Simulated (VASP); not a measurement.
# GeSb2Te4 (I-4m2) in VASP: single point with PBE

Aim: the single point of GeSb2Te4 with PBE.

All numbers are computed with VASP 6.6.1; they aren't measurements. Logs are shortened: lines on timing, memory, paths and dates and some standing lists are left out, and cuts for length are marked.

## Step 1: The cell of the first run

It takes space group I-4m2 (No. 119, tetragonal). Conventional cell: a = 6.117 Å, b = 6.117 Å, c = 12.129 Å, α = 90.00°, β = 90.00°, γ = 90.00°. Ge (site symmetry -4m2) has 6 Te at 2.98 to 3.06 Å within 3.9 Å. Within 4.0 Å of Sb (site symmetry -4m2) lie 6 Te at 3.06 to 3.08 Å. Sb (site symmetry -4m2) has 6 Te at 3.06 to 3.08 Å within 4.0 Å. Te (site symmetry 2mm) has 2 Ge at 3.06 Å and 3 Sb at 3.06 to 3.08 Å within 4.0 Å. Within 3.9 Å of Te (site symmetry 2mm) lie 1 Ge at 2.98 Å and 3 Sb at 3.06 to 3.08 Å.

## Step 2: Single point, PBE

INCAR reads:

```
ALGO = Normal
EDIFF = 1E-6
ENCUT = 520
GGA = PE
ISIF = 2
ISMEAR = 0
LASPH = True
LCHARG = False
LREAL = False
LWAVE = False
NBANDS = 33
NELM = 80
PREC = Accurate
SIGMA = 0.1
```

KPOINTS reads:

```
k-points
0
Gamma
  8 8 8
```

POSCAR reads:

```
GeSb2Te4
1.0
   -3.0583952344      3.0583952344      6.0646947681
    3.0583952344     -3.0583952344      6.0646947681
    3.0583952344      3.0583952344     -6.0646947681
Ge Sb Te
1 2 4
Direct
    0.0000000000      0.0000000000      0.0000000000
    0.5000000000      0.5000000000      0.0000000000
    0.2500000000      0.7500000000      0.5000000000
    0.5036689678      0.0036689678      0.5000000000
    0.2460852985      0.2460852985      0.0000000000
    0.9963310322      0.4963310322      0.5000000000
    0.7539147015      0.7539147015      0.0000000000
```

Potentials or basis: VASP PAW PBE potentials, release 64 (Ge_d, Sb, Te).

Started as:

```
cat potpaw_PBE.64/Ge_d/POTCAR potpaw_PBE.64/Sb/POTCAR potpaw_PBE.64/Te/POTCAR > POTCAR
mpirun -np 1 vasp_std > vasp.out
```

OUTCAR:

```text
EDIFF = 1E-6
   ENCUT = 520
   GGA = PE
   ISIF = 2
   ISMEAR = 0
   LASPH = True
   LREAL = False
   NELM = 80
   PREC = Accurate

 ion  position               nearest neighbor table
   1  0.000  0.000  0.000-   5 2.98   7 2.98   6 3.06   4 3.06   4 3.06   6 3.06
   2  0.500  0.500  0.000-   4 3.06   6 3.06   4 3.06   6 3.06   5 3.08   7 3.08
   3  0.250  0.750  0.500-   7 3.06   5 3.06   7 3.06   5 3.06   4 3.08   6 3.08
   4  0.504  0.004  0.500-   1 3.06   2 3.06   2 3.06   1 3.06   3 3.08
   5  0.246  0.246  0.000-   1 2.98   3 3.06   3 3.06   2 3.08
   6  0.996  0.496  0.500-   2 3.06   1 3.06   1 3.06   2 3.06   3 3.08
   7  0.754  0.754  0.000-   1 2.98   3 3.06   3 3.06   2 3.08

  LATTYP: Found a body centered tetragonal cell.
 ALAT       =     6.1167904688
 C/A-ratio  =     1.9829663282

  Lattice vectors:

 A1 = (  -3.0583952344,   3.0583952344,   6.0646947681)
 A2 = (   3.0583952344,  -3.0583952344,   6.0646947681)
 A3 = (   3.0583952344,   3.0583952344,  -6.0646947681)

Analysis of symmetry for initial positions (statically):
=====================================================================
 Subroutine PRICEL returns:
 Original cell was already a primitive cell.

 Routine SETGRP: Setting up the symmetry group for a
 body centered tetragonal supercell.

 Subroutine GETGRP returns: Found  8 space group operations
 (whereof  8 operations were pure point group operations)
 out of a pool of 16 trial point group operations.

The static configuration has the point symmetry D_2d.

Analysis of symmetry for dynamics (positions and initial velocities):
=====================================================================
 Subroutine PRICEL returns:
 Original cell was already a primitive cell.

 Routine SETGRP: Setting up the symmetry group for a
 body centered tetragonal supercell.

 Subroutine GETGRP returns: Found  8 space group operations
 (whereof  8 operations were pure point group operations)
 out of a pool of 16 trial point group operations.

The dynamic configuration has the point symmetry D_2d.

 Subroutine INISYM returns: Found  8 space group operations
 (whereof  8 operations are pure point group operations),
 and found     1 'primitive' translations

----------------------------------------------------------------------------------------

                                     Primitive cell

  volume of cell :     226.9113

  direct lattice vectors                    reciprocal lattice vectors
    -3.058395234  3.058395234  6.064694768     0.000000000  0.163484429  0.082444380
     3.058395234 -3.058395234  6.064694768     0.163484429  0.000000000  0.082444380
     3.058395234  3.058395234 -6.064694768     0.163484429  0.163484429  0.000000000

  length of vectors
     7.449032518  7.449032518  7.449032518     0.183096244  0.183096244  0.231201897

  position of ions in fractional coordinates (direct lattice)
     0.000000000  0.000000000  0.000000000
     0.500000000  0.500000000  0.000000000
     0.250000000  0.750000000  0.500000000
     0.503668968  0.003668968  0.500000000
     0.246085298  0.246085298  0.000000000
     0.996331032  0.496331032  0.500000000
     0.753914702  0.753914702  0.000000000

  ion indices of the primitive-cell ions
   primitive index   ion index
                 1           1
                 2           2
                 3           3
                 4           4
                 5           5
                 6           6
                 7           7

----------------------------------------------------------------------------------------

 KPOINTS: k-points

Automatic generation of k-mesh.
 Grid dimensions read from file:
 generate k-points for:    8    8    8

 Generating k-lattice:

  Cartesian coordinates                     Fractional coordinates (reciprocal lattice)
     0.000000000  0.020435554  0.010305547     0.125000000  0.000000000 -0.000000000
     0.020435554  0.000000000  0.010305547     0.000000000  0.125000000 -0.000000000
     0.020435554  0.020435554  0.000000000     0.000000000  0.000000000  0.125000000

  Length of vectors
     0.022887030  0.022887030  0.028900237

  Shift w.r.t. Gamma in fractional coordinates (k-lattice)
     0.000000000  0.000000000  0.000000000

 Subroutine IBZKPT returns following result:
 ===========================================

 Found     59 irreducible k-points:

 Following reciprocal coordinates:
            Coordinates               Weight
  0.000000  0.000000  0.000000      1.000000
  0.125000 -0.000000  0.000000      8.000000
  0.250000 -0.000000  0.000000      8.000000
  0.375000  0.000000  0.000000      8.000000
  0.500000 -0.000000  0.000000      4.000000
  0.125000  0.125000  0.000000      8.000000
[... 16 lines left out ...]
  0.250000  0.125000  0.125000     16.000000
  0.375000  0.125000  0.125000      8.000000
 [... further k-points ...]
   k-points           NKPTS =     59   k-points in BZ     NKDIM =     59   number of bands    NBANDS=     33
   number of dos      NEDOS =    301   number of ions     NIONS =      7
   total plane-waves  NPLWV = 175616
   dimension x,y,z NGX =    56 NGY =   56 NGZ =   56
   dimension x,y,z NGXF=   112 NGYF=  112 NGZF=  112
   ions per type =               1   2   4
   NGX,Y,Z   is equivalent  to a cutoff of  12.50, 12.50, 12.50 a.u.
   NGXF,Y,Z  is equivalent  to a cutoff of  25.00, 25.00, 25.00 a.u.
 SYSTEM =  unknown system
   PREC   = accura    normal or accurate (medium, high low for compatibility)
   ISTART =      0    job   : 0-new  1-cont  2-samecut
   ICHARG =      2    charge: 1-file 2-atom 10-const
   ISPIN  =      1    spin polarized calculation?
   LNONCOLLINEAR =      F non collinear calculations
   LSORBIT =      F    spin-orbit coupling
   LASPH  =      T    aspherical Exc in radial PAW
   ENCUT  =  520.0 eV  38.22 Ry    6.18 a.u.  13.85 13.85 13.85*2*pi/ulx,y,z
   NELM   =     80;   NELMIN=  2; NELMDL= -5     # of ELM steps
   EDIFF  = 0.1E-05   stopping-criterion for ELM
   LREAL  =      F    real-space projection
   EDIFFG = 0.1E-04   stopping-criterion for IOM
   NSW    =      0    number of steps for IOM
   IBRION =     -1    ionic relax: 0-MD 1-quasi-New 2-CG
   NFREE  =      0    steps in history (QN), initial steepest desc. (CG)
   ISIF   =      2    stress and relaxation
   ISYM   =      2    0-nonsym 1-usesym 2-fastsym
   POTIM  = 0.5000    time-step for ionic-motion
   TEBEG  =    0.0;   TEEND  =   0.0 temperature during run
   PSTRESS=    0.0 pullay stress
   NELECT =      48.0000    total number of electrons
   NUPDOWN=      -1.0000    fix difference up-down
   EMIN   =  10.00;   EMAX   =-10.00  energy-range for DOS
   EFERMI =   0.00;   METHOD = LEGACY
   ISMEAR =     0;   SIGMA  =   0.10  broadening in eV -4-tet -1-fermi 0-gaus
   EFERMI_NEDOS =   21; number of points for ismear=-14 and -15
   IALGO  =     38    algorithm
   IMIX   =      4    mixing-type and parameters
     AMIX     =   0.40;   BMIX     =  1.00
     AMIX_MAG =   1.60;   BMIX_MAG =  1.00
  volume/ion in A,a.u.               =      32.42       218.75
  Fermi-wavevector in a.u.,A,eV,Ry     =   0.975446  1.843325 12.945872  0.951495
  Thomas-Fermi vector in A             =   2.105986
   LORBIT       =      0    0 simple, 1 ext, 2 COOP (PROOUT), +10 PAW based schemes
   GGA     = PE    functional components
   LHFCALC =     F    Hartree Fock is set to
   AEXX    =    0.0000 exact exchange contribution
   IVDW    =     0    specifies the selected vdW correction
   LEPSILON=     F    determine dielectric tensor
   LRPA    =     F    only Hartree local field effects (RPA)
 non-spin polarized calculation
 Gauss-broadening in eV      SIGMA  =   0.10
  energy-cutoff  :      520.00
  volume of cell :      226.91
 maximum number of plane-waves:      6140
   NGX = 27   NGY = 27   NGZ = 27

 number of electron      48.0000010 magnetization

 Free energy of the ion-electron system (eV)
  ---------------------------------------------------
  ext. energy  EPLUGINS =         0.00000000
  ---------------------------------------------------
  free energy    TOTEN  =       -25.43715801 eV

  energy without entropy =      -25.42958085  energy(sigma->0) =      -25.43336943

 E-fermi :   5.4026     XC(G=0):  -9.1243

 val. band max:        5.3957721384   @ k =   0.5000   0.5000   0.0000
 cond. band min:       5.4124844946   @ k =   0.5000   0.5000   0.0000
 fundamental gap:      0.0167123562
 Fermi energy:         5.4026380902

 k-point     1 :       0.0000    0.0000    0.0000
  band No.  band energies     occupation
      1     -19.4262      2.00000
      2     -19.4219      2.00000
      3     -19.4101      2.00000
      4     -19.4070      2.00000
      5     -19.4070      2.00000
      6      -7.3353      2.00000
[... 25 lines left out ...]
     32      10.6766      0.00000
     33      10.7463      0.00000

 k-point     2 :       0.1250   -0.0000    0.0000
  band No.  band energies     occupation
      1     -19.4262      2.00000
      2     -19.4219      2.00000
      3     -19.4100      2.00000
      4     -19.4070      2.00000
      5     -19.4070      2.00000
      6      -7.2740      2.00000
[... 25 lines left out ...]
     32      10.4108      0.00000
     33      10.5754      0.00000

 k-point     3 :       0.2500   -0.0000    0.0000
  band No.  band energies     occupation
      1     -19.4262      2.00000
      2     -19.4219      2.00000
      3     -19.4100      2.00000
      4     -19.4071      2.00000
      5     -19.4070      2.00000
      6      -7.0946      2.00000
[... 25 lines left out ...]
     32       9.9999      0.00000
     33      10.0679      0.00000

 k-point     4 :       0.3750    0.0000    0.0000
  band No.  band energies     occupation
      1     -19.4262      2.00000
      2     -19.4219      2.00000
      3     -19.4100      2.00000
      4     -19.4071      2.00000
      5     -19.4070      2.00000
      6      -6.8178      2.00000
[... 25 lines left out ...]
     32       9.7262      0.00000
     33      10.1389      0.00000

 k-point     5 :       0.5000   -0.0000    0.0000
  band No.  band energies     occupation
      1     -19.4262      2.00000
      2     -19.4219      2.00000
      3     -19.4100      2.00000
      4     -19.4071      2.00000
      5     -19.4070      2.00000
      6      -6.5875      2.00000
[... 604 lines left out ...]
 k-point    22 :       0.1250    0.1250    0.1250
  band No.  band energies     occupation
      1     -19.4262      2.00000
      2     -19.4219      2.00000
      3     -19.4100      2.00000
      4     -19.4071      2.00000
      5     -19.4071      2.00000
      6      -6.8997      2.00000
[... 25 lines left out ...]
     32       9.0425      0.00000
     33       9.9357      0.00000

 k-point    23 :       0.2500    0.1250    0.1250
  band No.  band energies     occupation
      1     -19.4262      2.00000
      2     -19.4219      2.00000
      3     -19.4100      2.00000
      4     -19.4071      2.00000
      5     -19.4071      2.00000
      6      -6.6231      2.00000
[... 25 lines left out ...]
     32       8.8728      0.00000
     33       9.3617      0.00000

 k-point    24 :       0.3750    0.1250    0.1250
  band No.  band energies     occupation
      1     -19.4262      2.00000
      2     -19.4219      2.00000
      3     -19.4100      2.00000
      4     -19.4071      2.00000
      5     -19.4071      2.00000
      6      -6.3884      2.00000
[... 25 lines left out ...]
     32       8.8264      0.00000
     33       8.9551      0.00000

 [... further k-points ...]

------------------------ aborting loop because EDIFF is reached ----------------------------------------

  FORCE on cell =-STRESS in cart. coord.  units (eV):
  Direction    XX          YY          ZZ          XY          YZ          ZX
  --------------------------------------------------------------------------------------
  -------------------------------------------------------------------------------------
  Total       -0.0505066     -0.0505066     -0.0485673      0.0000000      0.0000000      0.0000000
  in kB       -0.3566172     -0.3566172     -0.3429245      0.0000000      0.0000000      0.0000000
  external PRESSURE =      -0.3520530 kB  Pullay stress =       0.0000000 kB

 VOLUME and BASIS-vectors are now :
 -----------------------------------------------------------------------------
  energy-cutoff  :      520.00
  volume of cell :      226.91
      direct lattice vectors                 reciprocal lattice vectors
    -3.058395234  3.058395234  6.064694768     0.000000000  0.163484429  0.082444380
     3.058395234 -3.058395234  6.064694768     0.163484429  0.000000000  0.082444380
     3.058395234  3.058395234 -6.064694768     0.163484429  0.163484429  0.000000000

 POSITION                                       TOTAL-FORCE (eV/Angst)
 -----------------------------------------------------------------------------------
      0.00000      0.00000      0.00000        -0.000000      0.000000     -0.000000
      0.00000      0.00000      6.06469        -0.000000      0.000000     -0.000000
      3.05840     -0.00000      3.03235        -0.000000      0.000000     -0.000000
      0.00000      3.05840      0.04450        -0.000000      0.000000     -0.008876
      0.00000      0.00000      2.98486         0.000000     -0.000000      0.005553
      0.00000      3.05840      6.02019        -0.000000      0.000000      0.008876
      0.00000      0.00000      9.14453         0.000000     -0.000000     -0.005553
 -----------------------------------------------------------------------------------
    total drift:                                0.000000     -0.000000      0.000000

  FREE ENERGIE OF THE ION-ELECTRON SYSTEM (eV)
  ---------------------------------------------------
  free  energy   TOTEN  =       -25.4371580106 eV

  energy  without entropy=      -25.4295808483  energy(sigma->0) =      -25.43336943
```

Wall time 8.3 min (1 thread of Intel Xeon Platinum 8259CL at 2.50GHz (Skylake/Cascade Lake), shared host); peak memory 0.7 GiB.

Results:

- Free energy: -25.4372 eV
- Pressure: 0.0 GPa
- Largest force: 0.009 eV/Å
- Band gap on the k mesh: zero (band 24 reaches 5.43 eV, above the bottom of band 25 at 5.28 eV)

Forces in eV/Å, atoms in the order of the input:
```
Ge   0.000  0.000  0.000
Sb   0.000  0.000  0.000
Sb   0.000  0.000  0.000
Te   0.000  0.000 -0.009
Te   0.000  0.000  0.006
Te   0.000  0.000  0.009
Te   0.000  0.000 -0.006
```

Caveat: spin-orbit coupling is left out, which moves the levels of the heavy elements.
